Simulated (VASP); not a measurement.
# C (Cmme) in VASP: a series of runs

The runs below take C through single point, with PBEsol.

All numbers are computed with VASP 6.6.1; they aren't measurements. Logs are shortened: lines on timing, memory, paths and dates and some standing lists are left out, and cuts for length are marked.

## Step 1: The cell of the first run

The typed cell holds 4 atoms: a = 2.401 Å, b = 2.401 Å, c = 7.378 Å, α = 90.00°, β = 90.00°, γ = 119.99°.

## Step 2: Single point, PBEsol (normal strain along x -0.0233, normal strain along y -0.0233)

File INCAR:

```
SYSTEM = C
  PREC = Accurate
  ENCUT = 520
  EDIFF = 1E-6
  ISMEAR = 0
  SIGMA = 0.15
  LREAL = .False.
  LASPH = .True.
  NELM = 80
  ALGO = Normal
  ISIF = 2
  LWAVE = .False.
  LCHARG = .False.
  GGA = PS
  NBANDS = 16
```

File KPOINTS:

```
regular mesh
0
Gamma
  18 18 6
  0 0 0
```

File POSCAR:

```
C
1.0
    1.2008278601     -2.0794772730      0.0000000000
    1.2008278601      2.0794772730      0.0000000000
    0.0000000000      0.0000000000      7.3778182888
C
4
Direct
    0.0833216498      0.9166783502      0.7498439858
    0.5833216498      0.4166783502      0.2501560142
    0.9166783502      0.0833216498      0.2501560142
    0.4166783502      0.5833216498      0.7498439858
```

Potentials or basis: VASP PAW PBE potentials, release 64 (C).

Started as:

```
$ cat potpaw_PBE.64/C/POTCAR > POTCAR
$ mpirun -np 1 vasp_std > vasp.out
```

OUTCAR:

```text
SYSTEM = C
   PREC = Accurate
   ENCUT = 520
   EDIFF = 1E-6
   ISMEAR = 0
   LREAL = .False.
   LASPH = .True.
   NELM = 80
   ISIF = 2
   GGA = PS

 ion  position               nearest neighbor table
   1  0.083  0.917  0.750-   4 1.39   4 1.39   4 1.39
   2  0.583  0.417  0.250-   3 1.39   3 1.39   3 1.39
   3  0.917  0.083  0.250-   2 1.39   2 1.39   2 1.39
   4  0.417  0.583  0.750-   1 1.39   1 1.39   1 1.39

  LATTYP: Found a base centered orthorhombic cell.
 ALAT       =     2.4016557202
 B/A-ratio  =     1.7317030543
 C/A-ratio  =     3.0719716514

  Lattice vectors:

 A1 = (   1.2008278601,  -2.0794772730,   0.0000000000)
 A2 = (   1.2008278601,   2.0794772730,   0.0000000000)
 A3 = (   0.0000000000,   0.0000000000,   7.3778182888)

Analysis of symmetry for initial positions (statically):
=====================================================================
 Subroutine PRICEL returns:
 Original cell was already a primitive cell.

 Routine SETGRP: Setting up the symmetry group for a
 base centered orthorhombic supercell.

 Subroutine GETGRP returns: Found  8 space group operations
 (whereof  4 operations were pure point group operations)
 out of a pool of  8 trial point group operations.

The static configuration has the point symmetry C_2h.
 The point group associated with its full space group is D_2h.

Analysis of symmetry for dynamics (positions and initial velocities):
=====================================================================
 Subroutine PRICEL returns:
 Original cell was already a primitive cell.

 Routine SETGRP: Setting up the symmetry group for a
 base centered orthorhombic supercell.

 Subroutine GETGRP returns: Found  8 space group operations
 (whereof  4 operations were pure point group operations)
 out of a pool of  8 trial point group operations.

The dynamic configuration has the point symmetry C_2h.
 The point group associated with its full space group is D_2h.

 Subroutine INISYM returns: Found  8 space group operations
 (whereof  4 operations are pure point group operations),
 and found     1 'primitive' translations

----------------------------------------------------------------------------------------

                                     Primitive cell

  volume of cell :      36.8462

  direct lattice vectors                    reciprocal lattice vectors
     1.200827860 -2.079477273  0.000000000     0.416379413 -0.240445042  0.000000000
     1.200827860  2.079477273  0.000000000     0.416379413  0.240445042  0.000000000
     0.000000000  0.000000000  7.377818289     0.000000000  0.000000000  0.135541424

  length of vectors
     2.401294084  2.401294084  7.377818289     0.480817672  0.480817672  0.135541424

  position of ions in fractional coordinates (direct lattice)
     0.083321650  0.916678350  0.749843986
     0.583321650  0.416678350  0.250156014
     0.916678350  0.083321650  0.250156014
     0.416678350  0.583321650  0.749843986

  ion indices of the primitive-cell ions
   primitive index   ion index
                 1           1
                 2           2
                 3           3
                 4           4

----------------------------------------------------------------------------------------

 KPOINTS: regular mesh

Automatic generation of k-mesh.
 Grid dimensions read from file:
 generate k-points for:   18   18    6

 Generating k-lattice:

  Cartesian coordinates                     Fractional coordinates (reciprocal lattice)
     0.023132190 -0.013358058  0.000000000     0.055555556  0.000000000  0.000000000
     0.023132190  0.013358058  0.000000000     0.000000000  0.055555556  0.000000000
     0.000000000  0.000000000  0.022590237     0.000000000  0.000000000  0.166666667

  Length of vectors
     0.026712093  0.026712093  0.022590237

  Shift w.r.t. Gamma in fractional coordinates (k-lattice)
     0.000000000  0.000000000  0.000000000

 Subroutine IBZKPT returns following result:
 ===========================================

 Found    364 irreducible k-points:

 Following reciprocal coordinates:
            Coordinates               Weight
  0.000000  0.000000  0.000000      1.000000
  0.055556  0.000000  0.000000      4.000000
  0.111111  0.000000  0.000000      4.000000
  0.166667  0.000000  0.000000      4.000000
  0.222222  0.000000  0.000000      4.000000
  0.277778  0.000000  0.000000      4.000000
[... 16 lines left out ...]
 -0.277778  0.055556  0.000000      4.000000
 -0.222222  0.055556  0.000000      4.000000
 [... further k-points ...]
   k-points           NKPTS =    364   k-points in BZ     NKDIM =    364   number of bands    NBANDS=     16
   number of dos      NEDOS =    301   number of ions     NIONS =      4
   total plane-waves  NPLWV =  18144
   dimension x,y,z NGX =    18 NGY =   18 NGZ =   56
   dimension x,y,z NGXF=    36 NGYF=   36 NGZF=  112
   ions per type =               4
   NGX,Y,Z   is equivalent  to a cutoff of  12.46, 12.46, 12.62 a.u.
   NGXF,Y,Z  is equivalent  to a cutoff of  24.92, 24.92, 25.24 a.u.
 SYSTEM =  C
   PREC   = accura    normal or accurate (medium, high low for compatibility)
   ISTART =      0    job   : 0-new  1-cont  2-samecut
   ICHARG =      2    charge: 1-file 2-atom 10-const
   ISPIN  =      1    spin polarized calculation?
   LNONCOLLINEAR =      F non collinear calculations
   LSORBIT =      F    spin-orbit coupling
   LASPH  =      T    aspherical Exc in radial PAW
   ENCUT  =  520.0 eV  38.22 Ry    6.18 a.u.   4.46  4.46 13.72*2*pi/ulx,y,z
   NELM   =     80;   NELMIN=  2; NELMDL= -5     # of ELM steps
   EDIFF  = 0.1E-05   stopping-criterion for ELM
   LREAL  =      F    real-space projection
[... 7 lines left out ...]
   TEBEG  =    0.0;   TEEND  =   0.0 temperature during run
   PSTRESS=    0.0 pullay stress
   NELECT =      16.0000    total number of electrons
   NUPDOWN=      -1.0000    fix difference up-down
   EMIN   =  10.00;   EMAX   =-10.00  energy-range for DOS
   EFERMI =   0.00;   METHOD = LEGACY
   ISMEAR =     0;   SIGMA  =   0.15  broadening in eV -4-tet -1-fermi 0-gaus
   EFERMI_NEDOS =   21; number of points for ismear=-14 and -15
   IALGO  =     38    algorithm
   IMIX   =      4    mixing-type and parameters
     AMIX     =   0.40;   BMIX     =  1.00
     AMIX_MAG =   1.60;   BMIX_MAG =  1.00
  volume/ion in A,a.u.               =       9.21        62.16
  Fermi-wavevector in a.u.,A,eV,Ry     =   1.239702  2.342697 20.910254  1.536860
  Thomas-Fermi vector in A             =   2.374174
   LORBIT       =      0    0 simple, 1 ext, 2 COOP (PROOUT), +10 PAW based schemes
   GGA     = PS    functional components
   LHFCALC =     F    Hartree Fock is set to
   AEXX    =    0.0000 exact exchange contribution
   IVDW    =     0    specifies the selected vdW correction
   LEPSILON=     F    determine dielectric tensor
   LRPA    =     F    only Hartree local field effects (RPA)
 non-spin polarized calculation
 Gauss-broadening in eV      SIGMA  =   0.15
  energy-cutoff  :      520.00
  volume of cell :       36.85
 maximum number of plane-waves:      1017
 NGX is ok and might be reduce to    18
   NGX =  9   NGY =  9   NGZ = 27

 number of electron      16.0000004 magnetization

 Free energy of the ion-electron system (eV)
  ---------------------------------------------------
  ext. energy  EPLUGINS =         0.00000000
  ---------------------------------------------------
  free energy    TOTEN  =       -38.40521162 eV

  energy without entropy =      -38.40417902  energy(sigma->0) =      -38.40469532

 E-fermi :   4.2652     XC(G=0): -10.0159

 val. band max:        4.2650526555   @ k =   0.3333   0.3333   0.5000
 cond. band min:       4.2666560367   @ k =   0.3333   0.3333   0.5000
 fundamental gap:      0.0016033812
 Fermi energy:         4.2652165817

 k-point     1 :       0.0000    0.0000    0.0000
  band No.  band energies     occupation
      1     -15.9169      2.00000
      2     -15.7807      2.00000
      3      -4.4857      2.00000
      4      -3.3199      2.00000
      5       1.3085      2.00000
      6       1.3159      2.00000
[... 8 lines left out ...]
     15      16.6943      0.00000
     16      16.7529      0.00000

 k-point     2 :       0.0556    0.0000    0.0000
  band No.  band energies     occupation
      1     -15.8400      2.00000
      2     -15.7047      2.00000
      3      -4.3909      2.00000
      4      -3.2287      2.00000
      5       1.0029      2.00000
      6       1.0128      2.00000
[... 8 lines left out ...]
     15      16.3985      0.00000
     16      16.4776      0.00000

 k-point     3 :       0.1111    0.0000    0.0000
  band No.  band energies     occupation
      1     -15.6101      2.00000
      2     -15.4768      2.00000
      3      -4.1074      2.00000
      4      -2.9565      2.00000
      5       0.1544      2.00000
      6       0.1700      2.00000
[... 8 lines left out ...]
     15      15.5592      0.00000
     16      15.6982      0.00000

 k-point     4 :       0.1667    0.0000    0.0000
  band No.  band energies     occupation
      1     -15.2279      2.00000
      2     -15.0983      2.00000
      3      -3.6380      2.00000
      4      -2.5067      2.00000
      5      -1.0690      2.00000
      6      -1.0451      2.00000
[... 8 lines left out ...]
     15      15.8506      0.00000
     16      15.8508      0.00000
[... 324 lines left out ...]
 k-point    22 :      -0.3333    0.0556    0.0000
  band No.  band energies     occupation
      1     -13.5655      2.00000
      2     -13.4508      2.00000
      3      -4.7875      2.00000
      4      -4.7406      2.00000
      5      -1.6702      2.00000
      6      -1.6592      2.00000
[... 8 lines left out ...]
     15      19.4543      0.00000
     16      20.0230      0.00000

 k-point    23 :      -0.2778    0.0556    0.0000
  band No.  band energies     occupation
      1     -14.3170      2.00000
      2     -14.1957      2.00000
      3      -3.2653      2.00000
      4      -3.2293      2.00000
      5      -2.5296      2.00000
      6      -1.4506      2.00000
[... 8 lines left out ...]
     15      18.0870      0.00000
     16      18.2169      0.00000

 k-point    24 :      -0.2222    0.0556    0.0000
  band No.  band energies     occupation
      1     -14.9232      2.00000
      2     -14.7964      2.00000
      3      -3.2655      2.00000
      4      -2.1501      2.00000
      5      -1.8071      2.00000
      6      -1.7827      2.00000
[... 8 lines left out ...]
     15      16.4593      0.00000
     16      16.5154      0.00000

 [... further k-points ...]

------------------------ aborting loop because EDIFF is reached ----------------------------------------

  FORCE on cell =-STRESS in cart. coord.  units (eV):
  Direction    XX          YY          ZZ          XY          YZ          ZX
  --------------------------------------------------------------------------------------
  -------------------------------------------------------------------------------------
  Total        7.1470566      7.1493439     -0.0297086      0.0000000     -0.0000000      0.0000000
  in kB      310.7741716    310.8736296     -1.2918130      0.0000000     -0.0000000      0.0000000
  external PRESSURE =     206.7853294 kB  Pullay stress =       0.0000000 kB

 VOLUME and BASIS-vectors are now :
 -----------------------------------------------------------------------------
  energy-cutoff  :      520.00
  volume of cell :       36.85
      direct lattice vectors                 reciprocal lattice vectors
     1.200827860 -2.079477273  0.000000000     0.416379413 -0.240445042  0.000000000
     1.200827860  2.079477273  0.000000000     0.416379413  0.240445042  0.000000000
     0.000000000  0.000000000  7.377818289     0.000000000  0.000000000  0.135541424

 POSITION                                       TOTAL-FORCE (eV/Angst)
 -----------------------------------------------------------------------------------
      1.20083      1.73295      5.53221         0.000000     -0.000679      0.000118
      1.20083     -0.34653      1.84561         0.000000     -0.000679     -0.000118
      1.20083     -1.73295      1.84561         0.000000      0.000679     -0.000118
      1.20083      0.34653      5.53221         0.000000      0.000679      0.000118
 -----------------------------------------------------------------------------------
    total drift:                                0.000000     -0.000000     -0.000000

  FREE ENERGIE OF THE ION-ELECTRON SYSTEM (eV)
  ---------------------------------------------------
  free  energy   TOTEN  =       -38.4052116192 eV

  energy  without entropy=      -38.4041790163  energy(sigma->0) =      -38.40469532
```

Wall time 2.5 min (1 thread of Intel Xeon Platinum 8488C (Sapphire Rapids), shared host); peak memory 0.26 GiB.

What came out:

- Free energy: -38.4052 eV
- Pressure: 20.7 GPa
- Band gap on the k mesh: zero (filled and empty bands touch)

Stress tensor (GPa, compression positive):
```
31.08  0.00  0.00
 0.00 31.09  0.00
 0.00  0.00 -0.13
```

Caveat: the cell differs from its parent crystal (normal strain along x -0.0233, normal strain along y -0.0233); the stress differs along the axes, from -0 to 31 GPa; this functional lacks dispersion, which binds layers or chains, so the pressure and a relaxed spacing across them are unreliable; the PAW data sets were made with another functional, which shifts forces and pressure a little.

(Part 1 of 2 ends here.)
